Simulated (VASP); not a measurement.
# TiAl3 (Amm2) in VASP: further runs, part 2 of 2

VASP 6.6.1. Earlier steps stand in the parts before.

### 3 Single point, LDA (atoms displaced along several vibrational modes)

Contents of INCAR:

```
ALGO     = All            # electronic algorithm
EDIFF    = 1E-6           # SCF threshold, eV
ENCUT    = 550            # plane-wave cutoff, eV
GGA_COMPAT= F            
ISEARCH  = 1            
ISIF     = 2              # what is computed and relaxed
ISMEAR   = 0              # smearing method
KPAR     = 4            
LASPH    = T              # aspherical terms in the spheres
LCHARG   = F              # write CHGCAR
LREAL    = F              # projectors in reciprocal space
LWAVE    = F              # write WAVECAR
NBANDS   = 31             # bands
NELM     = 300            # most SCF steps
PREC     = Accurate       # precision mode
SIGMA    = 0.15           # smearing width, eV
```

Contents of KPOINTS:

```
k-points
0
Gamma
  10 8 8
```

Contents of POSCAR:

```
TiAl3
1.0
   -3.9105245017      0.0000000000      0.0000000000
    0.0000000000      3.9105245017      3.9105245017
    0.0000000000      3.9105245017     -3.9105245017
Ti Al
2 6
Direct
    0.0000000000      0.4899501972      0.4899501972
    0.0000000000      0.0100498028      0.0100498028
    0.5000000000      0.7407940738      0.7592059262
    0.5000000000      0.2592059262      0.2407940738
    0.5000000000      0.7407940738      0.2407940738
    0.5000000000      0.2592059262      0.7592059262
    0.0000000000      0.5067670287     -0.0067670287
    0.0000000000     -0.0067670287      0.5067670287
```

Potentials or basis: VASP PAW LDA potentials, release 64 (Ti_sv, Al).

Started as:

```bash
cat potpaw_LDA.64/Ti_sv/POTCAR potpaw_LDA.64/Al/POTCAR > POTCAR
mpirun -np 4 vasp_std > vasp.out
```

OUTCAR:

```text
EDIFF = 1E-6
   ENCUT = 550
   ISIF = 2
   ISMEAR = 0
   LASPH = T
   LREAL = F
   NELM = 300
   PREC = Accurate

 ion  position               nearest neighbor table
   1  0.000  0.490  0.490-   4 2.71   4 2.71   8 2.75   7 2.75   5 2.77   5 2.77   6 2.77   6 2.77
                             8 2.78   7 2.78   3 2.82   3 2.82
   2  0.000  0.010  0.010-   4 2.71   4 2.71   8 2.75   7 2.75   6 2.77   6 2.77   5 2.77   5 2.77
                             7 2.78   8 2.78   3 2.82   3 2.82
   3  0.500  0.741  0.759-   5 2.66   6 2.66   7 2.68   7 2.68   8 2.78   8 2.78   1 2.82   2 2.82
                             1 2.82   2 2.82   6 2.87   5 2.87
   4  0.500  0.259  0.241-   5 2.66   6 2.66   1 2.71   2 2.71   1 2.71   2 2.71   7 2.75   7 2.75
                             8 2.85   8 2.85   6 2.87   5 2.87
   5  0.500  0.741  0.241-   3 2.66   4 2.66   7 2.72   7 2.72   1 2.77   1 2.77   2 2.77   2 2.77
                             8 2.82   8 2.82   4 2.87   3 2.87
   6  0.500  0.259  0.759-   3 2.66   4 2.66   7 2.72   7 2.72   2 2.77   2 2.77   1 2.77   1 2.77
                             8 2.82   8 2.82   4 2.87   3 2.87
   7  0.000  0.507  0.993-   3 2.68   3 2.68   6 2.72   5 2.72   5 2.72   6 2.72   1 2.75   2 2.75
                             4 2.75   4 2.75   2 2.78   1 2.78
[... 213 lines left out ...]
      3     -23.6411      2.00000
      4     -23.6360      2.00000
      5     -23.6219      2.00000
      6     -23.6198      2.00000
[... 805 lines left out ...]
     30      12.1269      0.00000
     31      12.5520      0.00000

 [... further k-points ...]

------------------------ aborting loop because EDIFF is reached ----------------------------------------

  FORCE on cell =-STRESS in cart. coord.  units (eV):
  Direction    XX          YY          ZZ          XY          YZ          ZX
  --------------------------------------------------------------------------------------
  -------------------------------------------------------------------------------------
  Total        0.3312512      0.9207566      0.4824105      0.0000000      0.0000000      0.0000000
  in kB        4.4374457     12.3344666      6.4623769      0.0000000      0.0000000      0.0000000
  external PRESSURE =       7.7447631 kB  Pullay stress =       0.0000000 kB

 VOLUME and BASIS-vectors are now :
 -----------------------------------------------------------------------------
  energy-cutoff  :      550.00
  volume of cell :      119.60
      direct lattice vectors                 reciprocal lattice vectors
    -3.910524502  0.000000000  0.000000000    -0.255720172  0.000000000  0.000000000
     0.000000000  3.910524502  3.910524502     0.000000000  0.127860086  0.127860086
     0.000000000  3.910524502 -3.910524502     0.000000000  0.127860086 -0.127860086

 POSITION                                       TOTAL-FORCE (eV/Angst)
 -----------------------------------------------------------------------------------
      0.00000      3.83192      0.00000         0.000000      0.434992     -0.021673
      0.00000      0.07860      0.00000         0.000000     -0.434992     -0.021673
     -1.95526      5.86579     -0.07200         0.000000      0.000000      0.704490
     -1.95526      1.95526      0.07200         0.000000      0.000000     -0.646138
     -1.95526      3.83852      1.95526         0.000000      0.673384      0.010214
     -1.95526      3.98252     -1.95526         0.000000     -0.673384      0.010214
      0.00000      5.86579     -1.90234         0.000000      0.000000     -0.175917
      0.00000      5.86579      1.90234         0.000000      0.000000      0.140484
 -----------------------------------------------------------------------------------
    total drift:                               -0.000000     -0.000000      0.000135

  FREE ENERGIE OF THE ION-ELECTRON SYSTEM (eV)
  ---------------------------------------------------
  free  energy   TOTEN  =       -45.2855649054 eV

  energy  without entropy=      -45.2341254270  energy(sigma->0) =      -45.25984517
```

OSZICAR:

```text
N       E                     dE             d eps       ncg     rms           ort
DAV:   1     0.351553635641E+03    0.35155E+03   -0.20265E+04  3906   0.146E+03
DAV:   2    -0.111684963223E+02   -0.36272E+03   -0.35165E+03  3906   0.387E+02
DAV:   3    -0.463008279749E+02   -0.35132E+02   -0.34125E+02  3906   0.104E+02
DAV:   4    -0.490723454265E+02   -0.27715E+01   -0.27365E+01  3906   0.242E+01
DAV:   5    -0.491964703069E+02   -0.12412E+00   -0.12403E+00  3906   0.427E+00
SDA:   6    -0.321415944416E+02    0.17055E+02   -0.12403E+00  3906   0.810E+02   0.000E+00
CGA:   7    -0.428568062264E+02   -0.10715E+02   -0.98590E+01  3906   0.989E+01   0.160E+01
CGA:   8    -0.446703694872E+02   -0.18136E+01   -0.18004E+01  3906   0.319E+01  -0.379E+00
CGA:   9    -0.450517844140E+02   -0.38141E+00   -0.38109E+00  3906   0.732E+00   0.373E-02
CGA:  10    -0.452040186044E+02   -0.15223E+00   -0.15218E+00  3906   0.383E+00   0.616E-03
CGA:  11    -0.452544382710E+02   -0.50420E-01   -0.50388E-01  3906   0.736E-01  -0.238E-03
CGA:  12    -0.452707309259E+02   -0.16293E-01   -0.16301E-01  3906   0.513E-01  -0.158E-03
[... 13 lines left out ...]
CGA:  26    -0.452855639577E+02   -0.11355E-05   -0.11363E-05  3906   0.349E-05  -0.125E-08
CGA:  27    -0.452855649054E+02   -0.94769E-06   -0.94692E-06  3906   0.153E-05   0.226E-08
   1 F= -.45285565E+02 E0= -.45259845E+02  d E =-.514395E-01
```

It took 3.6 min on 4 MPI ranks of Intel Xeon Platinum 8259CL at 2.50GHz (Skylake/Cascade Lake), shared host; peak memory 0.89 GiB.

What came out:

```yaml
Free_energy: -45.2856 eV
Pressure: 0.8 GPa
Largest_force: 0.704 eV/Å
Band_gap_on_the_k_mesh: zero (bands 21 and 22 overlap by 0.84 eV)
```

Forces on the atoms (eV/Å):
```
Ti   0.000  0.435 -0.022
Ti   0.000 -0.435 -0.022
Al   0.000  0.000  0.704
Al   0.000  0.000 -0.646
Al   0.000  0.673  0.010
Al   0.000 -0.673  0.010
Al   0.000  0.000 -0.176
Al   0.000  0.000  0.140
```

Caveat: the cell differs from its parent crystal (atoms displaced along several vibrational modes).
